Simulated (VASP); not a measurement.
# TaN (rocksalt type) (Fm-3m) in VASP: further runs

The runs below take TaN (rocksalt type) through single point, with PBE.

Program: VASP 6.6.1. These are calculated values, not measurements. Logs are shortened: lines on timing, memory, paths and dates and some standing lists are left out, and cuts for length are marked.

## 1. The cell of the first run

It takes space group Fm-3m (No. 225, cubic). Conventional cell: a = 4.312 Å, b = 4.312 Å, c = 4.312 Å, α = 90.00°, β = 90.00°, γ = 90.00°. Within 2.9 Å of Ta (site symmetry m-3m) lie 6 N at 2.16 Å. N (site symmetry m-3m) has 6 Ta at 2.16 Å within 2.9 Å.

## 2. Single point, PBE

INCAR

```
SYSTEM = TaN
PREC = Accurate ; ENCUT = 520
EDIFF = 1E-6 ; ISMEAR = -1
SIGMA = 0.08 ; LREAL = .FALSE.
LASPH = .TRUE. ; NELM = 60
ALGO = Normal ; ISIF = 2
LWAVE = .FALSE. ; LCHARG = .TRUE.
GGA = PE ; LELF = .TRUE.
LVHAR = .TRUE. ; NBANDS = 15
```

KPOINTS

```
Automatic mesh
0
G
  16 16 16
  0 0 0
```

POSCAR

```
TaN
1.0
    0.0000000000      2.1560621269      2.1560621269
    2.1560621269      0.0000000000      2.1560621269
    2.1560621269      2.1560621269      0.0000000000
Ta N
1 1
Direct
    0.0000000000      0.0000000000      0.0000000000
    0.5000000000      0.5000000000      0.5000000000
```

Potentials or basis: VASP PAW PBE potentials, release 64 (Ta_pv, N).

Started as:

```bash
cat potpaw_PBE.64/Ta_pv/POTCAR potpaw_PBE.64/N/POTCAR > POTCAR
mpirun -np 1 vasp_std > vasp.out
```

OUTCAR:

```text
SYSTEM = TaN
   PREC = Accurate
   ENCUT = 520
   EDIFF = 1E-6
   ISMEAR = -1
   LREAL = .FALSE.
   LASPH = .TRUE.
   NELM = 60
   ISIF = 2
   GGA = PE

 ion  position               nearest neighbor table
   1  0.000  0.000  0.000-   2 2.16   2 2.16   2 2.16   2 2.16   2 2.16   2 2.16
   2  0.500  0.500  0.500-   1 2.16   1 2.16   1 2.16   1 2.16   1 2.16   1 2.16

  LATTYP: Found a face centered cubic cell.
 ALAT       =     4.3121242538

  Lattice vectors:

 A1 = (   0.0000000000,   2.1560621269,   2.1560621269)
 A2 = (   2.1560621269,   0.0000000000,   2.1560621269)
 A3 = (   2.1560621269,   2.1560621269,   0.0000000000)

Analysis of symmetry for initial positions (statically):
=====================================================================
 Subroutine PRICEL returns:
 Original cell was already a primitive cell.

 Routine SETGRP: Setting up the symmetry group for a
 face centered cubic supercell.

 Subroutine GETGRP returns: Found 48 space group operations
 (whereof 48 operations were pure point group operations)
 out of a pool of 48 trial point group operations.

The static configuration has the point symmetry O_h .

Analysis of symmetry for dynamics (positions and initial velocities):
=====================================================================
 Subroutine PRICEL returns:
 Original cell was already a primitive cell.

 Routine SETGRP: Setting up the symmetry group for a
 face centered cubic supercell.

 Subroutine GETGRP returns: Found 48 space group operations
 (whereof 48 operations were pure point group operations)
 out of a pool of 48 trial point group operations.

The dynamic configuration has the point symmetry O_h .

 Subroutine INISYM returns: Found 48 space group operations
 (whereof 48 operations are pure point group operations),
 and found     1 'primitive' translations

----------------------------------------------------------------------------------------

                                     Primitive cell

  volume of cell :      20.0454

  direct lattice vectors                    reciprocal lattice vectors
     0.000000000  2.156062127  2.156062127    -0.231904264  0.231904264  0.231904264
     2.156062127  0.000000000  2.156062127     0.231904264 -0.231904264  0.231904264
     2.156062127  2.156062127  0.000000000     0.231904264  0.231904264 -0.231904264

  length of vectors
     3.049132301  3.049132301  3.049132301     0.401669967  0.401669967  0.401669967

[... 89 lines left out ...]
   TEBEG  =    0.0;   TEEND  =   0.0 temperature during run
   PSTRESS=    0.0 pullay stress
   NELECT =      16.0000    total number of electrons
   NUPDOWN=      -1.0000    fix difference up-down
   EMIN   =  10.00;   EMAX   =-10.00  energy-range for DOS
   EFERMI =   0.00;   METHOD = LEGACY
   ISMEAR =    -1;   SIGMA  =   0.08  broadening in eV -4-tet -1-fermi 0-gaus
   EFERMI_NEDOS =   21; number of points for ismear=-14 and -15
   IALGO  =     38    algorithm
   IMIX   =      4    mixing-type and parameters
     AMIX     =   0.40;   BMIX     =  1.00
     AMIX_MAG =   1.60;   BMIX_MAG =  1.00
  volume/ion in A,a.u.               =      10.02        67.64
  Fermi-wavevector in a.u.,A,eV,Ry     =   1.518601  2.869739 31.377044  2.306148
  Thomas-Fermi vector in A             =   2.627699
   LORBIT       =      0    0 simple, 1 ext, 2 COOP (PROOUT), +10 PAW based schemes
   GGA     = PE    functional components
   LHFCALC =     F    Hartree Fock is set to
   AEXX    =    0.0000 exact exchange contribution
   IVDW    =     0    specifies the selected vdW correction
   LEPSILON=     F    determine dielectric tensor
   LRPA    =     F    only Hartree local field effects (RPA)
 non-spin polarized calculation
  energy-cutoff  :      520.00
  volume of cell :       20.05
 maximum number of plane-waves:       560
   NGX = 11   NGY = 11   NGZ = 11

 number of electron      15.9999998 magnetization

 Free energy of the ion-electron system (eV)
  ---------------------------------------------------
  ext. energy  EPLUGINS =         0.00000000
  ---------------------------------------------------
  free energy    TOTEN  =       -21.70083988 eV

  energy without entropy =      -21.68265807  energy(sigma->0) =      -21.69174898

 E-fermi :  10.2262     XC(G=0): -13.7678

 val. band max:       10.2228578009   @ k =  -0.3125   0.3125   0.1250
 cond. band min:      10.2333314273   @ k =  -0.4375   0.1875   0.0000
 fundamental gap:      0.0104736264
 Fermi energy:        10.2261991981

 k-point     1 :       0.0000    0.0000    0.0000
  band No.  band energies     occupation
      1     -25.4307      2.00000
      2     -25.4307      2.00000
      3     -25.4307      2.00000
      4      -9.1275      2.00000
      5       6.2304      2.00000
      6       6.2304      2.00000
      7       6.2304      2.00000
      8       7.9537      2.00000
      9       7.9537      2.00000
     10       7.9537      2.00000
     11      10.3077      0.53041
     12      10.3077      0.53041
     13      12.2741      0.00000
     14      19.6564      0.00000
[... 401 lines left out ...]
      2     -25.4581      2.00000
      3     -25.4330      2.00000
      4      -8.8478      2.00000
      5       4.9702      2.00000
      6       5.2700      2.00000
      7       5.6402      2.00000
      8       8.1408      2.00000
      9       8.3807      2.00000
     10       8.7194      2.00000
     11      10.7899      0.00174
     12      11.6913      0.00000
     13      13.0574      0.00000
     14      20.4838      0.00000
     15      22.7303      0.00000

 [... further k-points ...]

------------------------ aborting loop because EDIFF is reached ----------------------------------------

  FORCE on cell =-STRESS in cart. coord.  units (eV):
  Direction    XX          YY          ZZ          XY          YZ          ZX
  --------------------------------------------------------------------------------------
  -------------------------------------------------------------------------------------
  Total        3.6461117      3.6461117      3.6461117      0.0000000      0.0000000     -0.0000000
  in kB      291.4249572    291.4249572    291.4249572      0.0000000      0.0000000     -0.0000000
  external PRESSURE =     291.4249572 kB  Pullay stress =       0.0000000 kB

 VOLUME and BASIS-vectors are now :
 -----------------------------------------------------------------------------
  energy-cutoff  :      520.00
  volume of cell :       20.05
      direct lattice vectors                 reciprocal lattice vectors
     0.000000000  2.156062127  2.156062127    -0.231904264  0.231904264  0.231904264
     2.156062127  0.000000000  2.156062127     0.231904264 -0.231904264  0.231904264
     2.156062127  2.156062127  0.000000000     0.231904264  0.231904264 -0.231904264

 POSITION                                       TOTAL-FORCE (eV/Angst)
 -----------------------------------------------------------------------------------
      0.00000      0.00000      0.00000        -0.000000      0.000000     -0.000000
      2.15606      2.15606      2.15606         0.000000     -0.000000      0.000000
 -----------------------------------------------------------------------------------
    total drift:                                0.000000     -0.000000     -0.000000

  FREE ENERGIE OF THE ION-ELECTRON SYSTEM (eV)
  ---------------------------------------------------
  free  energy   TOTEN  =       -21.7008398807 eV

  energy  without entropy=      -21.6826580734  energy(sigma->0) =      -21.69174898
```

OSZICAR:

```text
N       E                     dE             d eps       ncg     rms          rms(c)
DAV:   1     0.973998047122E+02    0.97400E+02   -0.85552E+03  4358   0.112E+03
DAV:   2    -0.217102525409E+02   -0.11911E+03   -0.11277E+03  5316   0.308E+02
DAV:   3    -0.247240490942E+02   -0.30138E+01   -0.29939E+01  4917   0.477E+01
DAV:   4    -0.247356966050E+02   -0.11648E-01   -0.11645E-01  5477   0.320E+00
DAV:   5    -0.247357538164E+02   -0.57211E-04   -0.57211E-04  4939   0.202E-01    0.273E+01
DAV:   6    -0.217745891171E+02    0.29612E+01   -0.54101E+00  5199   0.267E+01    0.115E+01
DAV:   7    -0.217320724975E+02    0.42517E-01   -0.50808E-01  5246   0.589E+00    0.784E+00
DAV:   8    -0.217074921087E+02    0.24580E-01   -0.12242E-01  4854   0.293E+00    0.189E+00
DAV:   9    -0.217009252991E+02    0.65668E-02   -0.17096E-02  4868   0.108E+00    0.325E-01
DAV:  10    -0.217008827085E+02    0.42591E-04   -0.11612E-03  4980   0.374E-01    0.682E-02
DAV:  11    -0.217008415456E+02    0.41163E-04   -0.90341E-05  4805   0.108E-01    0.304E-02
DAV:  12    -0.217008403415E+02    0.12040E-05   -0.86326E-06  5036   0.284E-02    0.412E-03
DAV:  13    -0.217008398807E+02    0.46079E-06   -0.30875E-07  2617   0.480E-03
   1 F= -.21700840E+02 E0= -.21691749E+02  d E =-.181818E-01
```

It took 34 s on 1 thread of Intel Xeon 8259CL, shared host; peak memory 0.17 GiB.

Results:

| Quantity | Value |
| --- | --- |
| Free energy | -21.7008 eV |
| Pressure | 29.1 GPa |
| Band gap on the k mesh | zero (bands 8 and 9 overlap by 4.37 eV) |

Caveat: the cell stands under pressure; spin-orbit coupling is left out, which moves the levels of the heavy elements.

## 3. Single point, PBE

INCAR

```
  PREC = Accurate
  ENCUT = 520
  EDIFF = 1E-7
  ISMEAR = -1
  SIGMA = 0.08
  LREAL = False
  LASPH = True
  NELM = 100
  ALGO = Normal
  ISIF = 2
  LWAVE = False
  LCHARG = True
  GGA = PE
  LELF = True
  LVHAR = True
  NBANDS = 15
```

KPOINTS

```
Automatic mesh
0
Gamma
  16 16 16
```

POSCAR

```
TaN
1.0
    0.0000000000      2.1559194455      2.1559194455
    2.1559194455      0.0000000000      2.1559194455
    2.1559194455      2.1559194455      0.0000000000
Ta N
1 1
Direct
    0.0000000000      0.0000000000      0.0000000000
    0.5000000000      0.5000000000      0.5000000000
```

Potentials or basis: VASP PAW PBE potentials, release 64 (Ta_pv, N).

Started as:

```bash
cat potpaw_PBE.64/Ta_pv/POTCAR potpaw_PBE.64/N/POTCAR > POTCAR
mpirun -np 1 vasp_std > vasp.out
```

Run time: 51 s. Hardware: 1 thread of Intel Xeon 8259CL, shared host; peak memory 0.17 GiB.

Results (log left out):

* Free energy: -21.7001 eV
* Pressure: 29.2 GPa
* Band gap on the k mesh: zero (bands 8 and 9 overlap by 4.37 eV)

Levels at points of the mesh, in eV from the Fermi level:
```csv
k point,band 5,band 6,band 7,band 8,band 9,band 10,band 11,band 12
"(0.00, 0.00, 0.00)",-4.00,-4.00,-4.00,-2.27,-2.27,-2.27,0.08,0.08
"(0.50, 0.00, 0.00)",-10.87,-8.02,-8.02,2.10,2.10,2.19,4.03,8.18
"(0.50, 0.50, 0.00)",-6.75,-5.89,-4.77,-4.77,2.32,3.90,3.90,5.19
```

Caveat: the cell stands under pressure; spin-orbit coupling is left out, which moves the levels of the heavy elements.
